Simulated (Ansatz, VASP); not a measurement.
One calculation of Hf2C, two programs

File INCAR:

```
ALGO     = Normal         # electronic algorithm
EDIFF    = 1E-6           # SCF threshold, eV
ENCUT    = 520            # plane-wave cutoff, eV
GGA      = PE             # functional
ISIF     = 2              # what is computed and relaxed
ISMEAR   = 0              # smearing method
LASPH    = T              # aspherical terms in the spheres
LCHARG   = T              # write CHGCAR
LELF     = T              # ELF
LREAL    = F              # projectors in reciprocal space
LVHAR    = T            
LWAVE    = F              # write WAVECAR
NBANDS   = 33             # bands
NELM     = 100            # most SCF steps
PREC     = Accurate       # precision mode
SIGMA    = 0.1            # smearing width, eV
```

Contents of KPOINTS:

```
k-points
0
Gamma
  4 4 6
```

File POSCAR:

```
Hf2C
1.0
    5.2147899580      0.0000000000      0.0000000000
    0.0000000000      5.3735736266      0.0000000000
    0.0000000000      0.0000000000      3.5099547794
Hf C
4 2
Direct
    0.2250000000      0.8250000000      0.5000000000
    0.7250000000      0.6750000000      0.0000000000
    0.7750000000      0.1750000000      0.5000000000
    0.2750000000      0.3250000000      0.0000000000
    0.5000000000      0.5000000000      0.5000000000
    0.0000000000      0.0000000000      0.0000000000
```

Input for Ansatz:

```yaml
crystal:
  lattice:
    - [5.214789958, 0.0, 0.0]
    - [0.0, 5.3735736266, 0.0]
    - [0.0, 0.0, 3.5099547794]
  atoms:
    - { symbol: Hf, position: [0.225, 0.825, 0.5] }
    - { symbol: Hf, position: [0.725, 0.675, 0.0] }
    - { symbol: Hf, position: [0.775, 0.175, 0.5] }
    - { symbol: Hf, position: [0.275, 0.325, 0.0] }
    - { symbol: C, position: [0.5, 0.5, 0.5] }
    - { symbol: C, position: [0.0, 0.0, 0.0] }
basis:
  ecutwfc: 420
kpoints:
  mp_grid: { grid: [4, 4, 6] }
hamiltonian:
  xc: pbe
scf:
  occupations: { method: gaussian, width: 0.1 }
  lower_state_search: "off"
output:
  forces: true
  stress: true
  eigenvalues: true
```

Alike in both runs: task single point; functional PBE; k mesh 4 × 4 × 6; occupations gaussian, width 0.1 eV; no spin polarisation.

|  | VASP | Ansatz |
| --- | --- | --- |
| version | VASP 6.6.1 | Ansatz 0.2.0 |
| potentials or method | VASP PAW PBE potentials, release 64 (Hf_pv, C), cutoff 520 eV | scalar-relativistic, plane waves, PAW |
| valence electrons in the cell | 48 | 112 |

|  | VASP | Ansatz | Ansatz less VASP |
| --- | --- | --- | --- |
| gap on the k mesh at the Fermi level (eV) | none | none | - |
| pressure (GPa) | -0.3 | 0.3 | +0.56 |
| traceless stress, the component that is largest in VASP (GPa) | -11.11 | -11.08 | +0.029 |
| rms of the force components (eV/Å) | 0.225 | 0.228 | +0.0035 |

Atom by atom the forces differ by 0.006 eV/Å (rms over components). A gap of «none» marks a metal or a gap that the smearing closes. With one functional, cell and mesh, what is left measures potentials, basis and numerics. VASP's potentials hold 48 valence electrons a cell and Ansatz's 112, so a difference there can come from the potentials and not from the codes.

Spin-orbit coupling is off throughout.
